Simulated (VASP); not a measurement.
Set up this calculation in VASP 6.6.1, as the native input.

```
Task                   : single point
Functional             : PBE
Potentials or basis    : VASP PAW PBE potentials, release 64 (Mg, O)
Cutoff                 : 520 eV
k mesh                 : 9 × 9 × 2
Occupations            : gaussian, width 0.05 eV
Spin                   : no spin polarisation
Dipole correction      : no
Further INCAR settings : ALGO = Normal; EDIFF = 1e-07; NBANDS = 26
```

The structure of MgO lies in POSCAR:

```
MgO
1.0
    3.1712000000      0.0000000000      0.0000000000
   -1.5856000000      2.7463397605      0.0000000000
    0.0000000000      0.0000000000     11.0746000000
Mg O
4 4
Direct
    0.3333333333      0.6666666667      0.9694906392
    0.0000000000      0.0000000000      0.2208211786
    0.0000000000      0.0000000000      0.7208211786
    0.6666666667      0.3333333333      0.4694906392
    0.3333333333      0.6666666667      0.7800420079
    0.0000000000      0.0000000000      0.5296443544
    0.0000000000      0.0000000000      0.0296443544
    0.6666666667      0.3333333333      0.2800420079
```

One way to write it, as run:

INCAR

```
SYSTEM = MgO
  PREC = Accurate
  ENCUT = 520
  EDIFF = 1E-7
  ISMEAR = 0
  SIGMA = 0.05
  LREAL = .FALSE.
  LASPH = .TRUE.
  NELM = 60
  ALGO = Normal
  ISIF = 2
  LWAVE = .FALSE.
  LCHARG = .FALSE.
  GGA = PE
  NBANDS = 26
```

KPOINTS

```
regular mesh
0
G
  9 9 2
  0 0 0
```

Potentials or basis: VASP PAW PBE potentials, release 64 (Mg, O).

Run with:

```console
$ cat potpaw_PBE.64/Mg/POTCAR potpaw_PBE.64/O/POTCAR > POTCAR
$ mpirun -np 1 vasp_std > vasp.out
```

Results of the run:

* Pressure: 2.9 GPa
* Largest force: 0.590 eV/Å
* Band gap on the k mesh: 3.49 eV, direct

Wall time 36 s on 1 thread of AMD EPYC 9R45 96-Core Processor (Zen 5) (shared host), peak memory 0.19 GiB.
